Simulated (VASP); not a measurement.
# Au3ClO (Pm-3m) in VASP: notebook, part 2 of 2

VASP 6.6.1. The steps go on from the part before.

### 3 Single point, PBE

File INCAR:

```
PREC     = Accurate       # precision mode
ENCUT    = 520            # plane-wave cutoff, eV
EDIFF    = 1E-7           # SCF threshold, eV
ISMEAR   = -1             # smearing method
SIGMA    = 0.15           # smearing width, eV
LREAL    = F              # projectors in reciprocal space
LASPH    = T              # aspherical terms in the spheres
NELM     = 100            # most SCF steps
ALGO     = Normal         # electronic algorithm
ISIF     = 2              # what is computed and relaxed
LWAVE    = F              # write WAVECAR
LCHARG   = F              # write CHGCAR
GGA      = PE             # functional
NBANDS   = 31             # bands
```

File KPOINTS:

```
regular mesh
0
Gamma
  8 8 8
```

File POSCAR:

```
Au3ClO
1.0
    4.5549719014      0.0000000000      0.0000000000
    0.0000000000      4.5549719014      0.0000000000
    0.0000000000      0.0000000000      4.5549719014
Au Cl O
3 1 1
Direct
    0.0000000000      0.5000000000      0.5000000000
    0.5000000000      0.0000000000      0.5000000000
    0.5000000000      0.5000000000      0.0000000000
    0.0000000000      0.0000000000      0.0000000000
    0.5000000000      0.5000000000      0.5000000000
```

Potentials or basis: VASP PAW PBE potentials, release 64 (Au, Cl, O).

Command:

```console
$ cat potpaw_PBE.64/Au/POTCAR potpaw_PBE.64/Cl/POTCAR potpaw_PBE.64/O/POTCAR > POTCAR
$ mpirun -np 1 vasp_std > vasp.out
```

OUTCAR:

```text
PREC = Accurate
   ENCUT = 520
   EDIFF = 1E-7
   ISMEAR = -1
   LREAL = F
   LASPH = T
   NELM = 100
   ISIF = 2
   GGA = PE

 ion  position               nearest neighbor table
   1  0.000  0.500  0.500-   5 2.28   5 2.28   2 3.22   3 3.22   2 3.22   2 3.22   3 3.22   3 3.22
                             3 3.22   2 3.22
   2  0.500  0.000  0.500-   5 2.28   5 2.28   1 3.22   3 3.22   1 3.22   3 3.22   3 3.22   3 3.22
                             1 3.22   1 3.22
   3  0.500  0.500  0.000-   5 2.28   5 2.28   1 3.22   1 3.22   2 3.22   2 3.22   2 3.22   2 3.22
                             1 3.22   1 3.22
   4  0.000  0.000  0.000-
   5  0.500  0.500  0.500-   1 2.28   2 2.28   3 2.28   3 2.28   2 2.28   1 2.28

  LATTYP: Found a simple cubic cell.
 ALAT       =     4.5549719014

  Lattice vectors:

 A1 = (   4.5549719014,   0.0000000000,   0.0000000000)
 A2 = (   0.0000000000,   4.5549719014,   0.0000000000)
 A3 = (   0.0000000000,   0.0000000000,   4.5549719014)

Analysis of symmetry for initial positions (statically):
=====================================================================
 Subroutine PRICEL returns:
 Original cell was already a primitive cell.

 Routine SETGRP: Setting up the symmetry group for a
 simple cubic supercell.

 Subroutine GETGRP returns: Found 48 space group operations
 (whereof 48 operations were pure point group operations)
 out of a pool of 48 trial point group operations.

The static configuration has the point symmetry O_h .

Analysis of symmetry for dynamics (positions and initial velocities):
=====================================================================
 Subroutine PRICEL returns:
 Original cell was already a primitive cell.

 Routine SETGRP: Setting up the symmetry group for a
 simple cubic supercell.

 Subroutine GETGRP returns: Found 48 space group operations
 (whereof 48 operations were pure point group operations)
 out of a pool of 48 trial point group operations.

The dynamic configuration has the point symmetry O_h .

 Subroutine INISYM returns: Found 48 space group operations
 (whereof 48 operations are pure point group operations),
 and found     1 'primitive' translations

----------------------------------------------------------------------------------------

                                     Primitive cell

  volume of cell :      94.5055

  direct lattice vectors                    reciprocal lattice vectors
     4.554971901  0.000000000  0.000000000     0.219540322  0.000000000  0.000000000
     0.000000000  4.554971901  0.000000000     0.000000000  0.219540322  0.000000000
     0.000000000  0.000000000  4.554971901     0.000000000  0.000000000  0.219540322

  length of vectors
     4.554971901  4.554971901  4.554971901     0.219540322  0.219540322  0.219540322

  position of ions in fractional coordinates (direct lattice)
     0.000000000  0.500000000  0.500000000
     0.500000000  0.000000000  0.500000000
     0.500000000  0.500000000  0.000000000
     0.000000000  0.000000000  0.000000000
     0.500000000  0.500000000  0.500000000

  ion indices of the primitive-cell ions
   primitive index   ion index
                 1           1
                 2           2
                 3           3
                 4           4
                 5           5

----------------------------------------------------------------------------------------

 KPOINTS: regular mesh

Automatic generation of k-mesh.
 Grid dimensions read from file:
 generate k-points for:    8    8    8

 Generating k-lattice:

  Cartesian coordinates                     Fractional coordinates (reciprocal lattice)
     0.027442540  0.000000000  0.000000000     0.125000000  0.000000000  0.000000000
     0.000000000  0.027442540  0.000000000     0.000000000  0.125000000  0.000000000
     0.000000000  0.000000000  0.027442540     0.000000000  0.000000000  0.125000000

  Length of vectors
     0.027442540  0.027442540  0.027442540

  Shift w.r.t. Gamma in fractional coordinates (k-lattice)
     0.000000000  0.000000000  0.000000000

 Subroutine IBZKPT returns following result:
 ===========================================

 Found     35 irreducible k-points:

 Following reciprocal coordinates:
            Coordinates               Weight
  0.000000  0.000000  0.000000      1.000000
  0.125000  0.000000  0.000000      6.000000
  0.250000  0.000000  0.000000      6.000000
  0.375000  0.000000  0.000000      6.000000
  0.500000  0.000000  0.000000      3.000000
  0.125000  0.125000  0.000000     12.000000
[... 16 lines left out ...]
  0.375000  0.375000  0.125000     24.000000
  0.500000  0.375000  0.125000     24.000000
 [... further k-points ...]
   k-points           NKPTS =     35   k-points in BZ     NKDIM =     35   number of bands    NBANDS=     31
   number of dos      NEDOS =    301   number of ions     NIONS =      5
   total plane-waves  NPLWV =  46656
   dimension x,y,z NGX =    36 NGY =   36 NGZ =   36
   dimension x,y,z NGXF=    72 NGYF=   72 NGZF=   72
   ions per type =               3   1   1
   NGX,Y,Z   is equivalent  to a cutoff of  13.14, 13.14, 13.14 a.u.
   NGXF,Y,Z  is equivalent  to a cutoff of  26.28, 26.28, 26.28 a.u.
 SYSTEM =  unknown system
   PREC   = accura    normal or accurate (medium, high low for compatibility)
   ISTART =      0    job   : 0-new  1-cont  2-samecut
   ICHARG =      2    charge: 1-file 2-atom 10-const
   ISPIN  =      1    spin polarized calculation?
   LNONCOLLINEAR =      F non collinear calculations
   LSORBIT =      F    spin-orbit coupling
   LASPH  =      T    aspherical Exc in radial PAW
   ENCUT  =  520.0 eV  38.22 Ry    6.18 a.u.   8.47  8.47  8.47*2*pi/ulx,y,z
   NELM   =    100;   NELMIN=  2; NELMDL= -5     # of ELM steps
   EDIFF  = 0.1E-06   stopping-criterion for ELM
   LREAL  =      F    real-space projection
   EDIFFG = 0.1E-05   stopping-criterion for IOM
   NSW    =      0    number of steps for IOM
   IBRION =     -1    ionic relax: 0-MD 1-quasi-New 2-CG
   NFREE  =      0    steps in history (QN), initial steepest desc. (CG)
   ISIF   =      2    stress and relaxation
   ISYM   =      2    0-nonsym 1-usesym 2-fastsym
   POTIM  = 0.5000    time-step for ionic-motion
   TEBEG  =    0.0;   TEEND  =   0.0 temperature during run
   PSTRESS=    0.0 pullay stress
   NELECT =      46.0000    total number of electrons
   NUPDOWN=      -1.0000    fix difference up-down
   EMIN   =  10.00;   EMAX   =-10.00  energy-range for DOS
   EFERMI =   0.00;   METHOD = LEGACY
   ISMEAR =    -1;   SIGMA  =   0.15  broadening in eV -4-tet -1-fermi 0-gaus
   EFERMI_NEDOS =   21; number of points for ismear=-14 and -15
   IALGO  =     38    algorithm
   IMIX   =      4    mixing-type and parameters
     AMIX     =   0.40;   BMIX     =  1.00
     AMIX_MAG =   1.60;   BMIX_MAG =  1.00
  volume/ion in A,a.u.               =      18.90       127.55
  Fermi-wavevector in a.u.,A,eV,Ry     =   1.287780  2.433552 22.563600  1.658378
  Thomas-Fermi vector in A             =   2.419774
   LORBIT       =      0    0 simple, 1 ext, 2 COOP (PROOUT), +10 PAW based schemes
   GGA     = PE    functional components
[... 5 lines left out ...]
 non-spin polarized calculation
  energy-cutoff  :      520.00
  volume of cell :       94.51
 maximum number of plane-waves:      2564
 NGX is ok and might be reduce to    36
   NGX = 17   NGY = 17   NGZ = 17

 number of electron      46.0000017 magnetization

 Free energy of the ion-electron system (eV)
  ---------------------------------------------------
  ext. energy  EPLUGINS =         0.00000000
  ---------------------------------------------------
  free energy    TOTEN  =       -14.22500843 eV

  energy without entropy =      -14.02050158  energy(sigma->0) =      -14.12275501

 E-fermi :   4.7748     XC(G=0): -10.8076

 val. band max:        4.7657162501   @ k =   0.5000   0.5000   0.0000
 cond. band min:       4.7792340669   @ k =   0.2500   0.1250   0.1250
 fundamental gap:      0.0135178168
 Fermi energy:         4.7748307860

 k-point     1 :       0.0000    0.0000    0.0000
  band No.  band energies     occupation
      1     -14.4069      2.00000
      2      -9.7448      2.00000
      3       0.1372      2.00000
      4       0.1372      2.00000
      5       0.1372      2.00000
      6       0.8572      2.00000
[... 23 lines left out ...]
     30      14.4947      0.00000
     31      14.4947      0.00000
[... 751 lines left out ...]
      1     -14.1010      2.00000
      2      -9.6408      2.00000
      3      -2.1839      2.00000
      4      -2.0311      2.00000
      5      -1.0288      2.00000
      6       0.4839      2.00000
[... 23 lines left out ...]
     30      13.6792      0.00000
     31      14.9187      0.00000

 [... further k-points ...]
[... 5 lines left out ...]
  --------------------------------------------------------------------------------------
  -------------------------------------------------------------------------------------
  Total       -0.0824249     -0.0824249     -0.0824249     -0.0000000     -0.0000000      0.0000000
  in kB       -1.3973720     -1.3973720     -1.3973720     -0.0000000     -0.0000000      0.0000000
  external PRESSURE =      -1.3973720 kB  Pullay stress =       0.0000000 kB

 VOLUME and BASIS-vectors are now :
 -----------------------------------------------------------------------------
  energy-cutoff  :      520.00
  volume of cell :       94.51
      direct lattice vectors                 reciprocal lattice vectors
     4.554971901  0.000000000  0.000000000     0.219540322  0.000000000  0.000000000
     0.000000000  4.554971901  0.000000000     0.000000000  0.219540322  0.000000000
     0.000000000  0.000000000  4.554971901     0.000000000  0.000000000  0.219540322

 POSITION                                       TOTAL-FORCE (eV/Angst)
 -----------------------------------------------------------------------------------
      0.00000      2.27749      2.27749         0.000000      0.000000      0.000000
      2.27749      0.00000      2.27749         0.000000      0.000000      0.000000
      2.27749      2.27749      0.00000         0.000000      0.000000      0.000000
      0.00000      0.00000      0.00000         0.000000      0.000000      0.000000
      2.27749      2.27749      2.27749         0.000000      0.000000      0.000000
 -----------------------------------------------------------------------------------
    total drift:                                0.000000      0.000000      0.000000

  FREE ENERGIE OF THE ION-ELECTRON SYSTEM (eV)
  ---------------------------------------------------
  free  energy   TOTEN  =       -14.2250084342 eV

  energy  without entropy=      -14.0205015780  energy(sigma->0) =      -14.12275501
```

Wall time 37 s (1 thread of Intel Xeon 6975P-C (Granite Rapids), shared host); peak memory 0.25 GiB.

Results:

| Property | Result |
| --- | --- |
| Free energy | -14.2250 eV |
| Pressure | -0.1 GPa |
| Band gap on the k mesh | zero (band 23 reaches 4.77 eV, above the bottom of band 24 at 3.44 eV) |

Levels at points of the mesh, in eV from the Fermi level:
```tsv
k point	band 21	band 22	band 23	band 24	band 25	band 26
(0.00, 0.00, 0.00)	-1.35	-1.35	-1.35	-1.34	3.09	3.09
(0.50, 0.00, 0.00)	-1.35	-1.12	-1.12	0.79	2.74	3.22
(0.50, 0.50, 0.00)	-0.74	-0.26	-0.01	-0.01	2.63	3.86
(0.50, 0.50, 0.50)	-0.23	-0.23	-0.23	3.69	3.69	3.69
```

Caveat: spin-orbit coupling is left out, which moves the levels of the heavy elements.

### 4 Relaxation of cell and atoms, PBE

This run uses another cell than the first one, of 13.23 Å³/atom, 0.701 times its volume.

File INCAR:

```
ALGO = Normal ; EDIFF = 1E-6
EDIFFG = -0.05 ; ENCUT = 600
GGA = PE ; IBRION = 2
ISIF = 3 ; ISMEAR = 0
LASPH = True ; LCHARG = False
LREAL = False ; LWAVE = False
NELM = 60 ; NSW = 100
PREC = Accurate ; SIGMA = 0.1
```

File KPOINTS:

```
k-points
0
Gamma
  6 6 6
```

Changes to POSCAR since step 3:

```diff
@@ -2,5 +2,5 @@
 1.0
-    4.5549719014      0.0000000000      0.0000000000
-    0.0000000000      4.5549719014      0.0000000000
-    0.0000000000      0.0000000000      4.5549719014
+    4.0442791565      0.0000000000      0.0000000000
+    0.0000000000      4.0442791565      0.0000000000
+    0.0000000000      0.0000000000      4.0442791565
 Au Cl O
```

Command:

```console
$ cat potpaw_PBE.64/Au/POTCAR potpaw_PBE.64/Cl/POTCAR potpaw_PBE.64/O/POTCAR > POTCAR
$ mpirun -np 1 vasp_std > vasp.out
```

Wall time 56 s (1 thread of Intel Xeon 6975P-C (Granite Rapids), shared host); peak memory 0.21 GiB.

It converged, with:

* Free energy: -14.1104 eV
* Relaxed volume: 18.82 Å³/atom
* Relaxed cell: a = 4.548 Å, b = 4.548 Å, c = 4.548 Å, α = 90.00°, β = 90.00°, γ = 90.00°
* Space group after relaxing (to 0.05 Å): Pm-3m (No. 221)
* Energy gained by relaxing: 844.5 meV/atom
* Ionic steps: 5
* Pressure after relaxing: 0.0 GPa
* Band gap on the k mesh: zero (band 23 reaches 4.84 eV, above the bottom of band 24 at 3.51 eV)

The path:
```
step  energy change (eV)  largest force (eV/Å)  pressure (GPa)  volume (Å³)
   1              0.0000                0.0000           69.13        66.15
   2             -1.9092                0.0000          -12.16       137.23
   3             -4.2172                0.0000           -1.14        95.54
   4             -4.2212                0.0000           -0.54        94.77
   5             -4.2224                0.0000            0.01        94.10
```

Final structure:
```
CELL_PARAMETERS angstrom
4.54839 0.00000 0.00000
0.00000 4.54839 0.00000
0.00000 0.00000 4.54839
ATOMIC_POSITIONS crystal
Au 0.00000 0.50000 0.50000
Au 0.50000 0.00000 0.50000
Au 0.50000 0.50000 0.00000
Cl 0.00000 0.00000 0.00000
O 0.50000 0.50000 0.50000
```

Levels at points of the mesh, in eV from the Fermi level:
| k point | band 21 | band 22 | band 23 | band 24 | band 25 | band 26 |
| --- | --- | --- | --- | --- | --- | --- |
| (0.00, 0.00, 0.00) | -1.22 | -1.22 | -1.22 | -1.20 | 3.23 | 3.23 |
| (0.50, 0.00, 0.00) | -1.22 | -1.00 | -1.00 | 0.91 | 2.88 | 3.36 |
| (0.50, 0.50, 0.00) | -0.61 | -0.14 | 0.12 | 0.12 | 2.74 | 4.00 |
| (0.50, 0.50, 0.50) | -0.09 | -0.09 | -0.09 | 3.83 | 3.83 | 3.83 |

Caveat: the volume moved by over 15 % at a fixed basis, so the end points are rough; spin-orbit coupling is left out, which moves the levels of the heavy elements.

### 5 Overview

| task | cell | k mesh | cutoff (eV) | smearing | gap on the mesh (eV) | pressure (GPa) |
| --- | --- | --- | --- | --- | --- | --- |
| single point | a = 4.553 Å, 5 atoms | 6 × 6 × 6 | 520 | gaussian 0.1 eV | none | -0.1 |
| single point | a = 4.555 Å, 5 atoms | 8 × 8 × 8 | 520 | fermi-dirac 0.15 eV | none | -0.1 |
| relaxation of cell and atoms | relaxed from a = 4.044 Å, 5 atoms | 6 × 6 × 6 | 600 | gaussian 0.1 eV | none | 0.0 |

Alike in all rows: level PBE; potentials or basis VASP PAW PBE potentials, release 64 (Au, Cl, O); no spin polarisation.

Caveats: spin-orbit coupling is left out, which moves the levels of the heavy elements; the volume moved by over 15 % at a fixed basis, so the end points are rough (some runs).

Absolute energies hang on the potentials; compare differences alone.
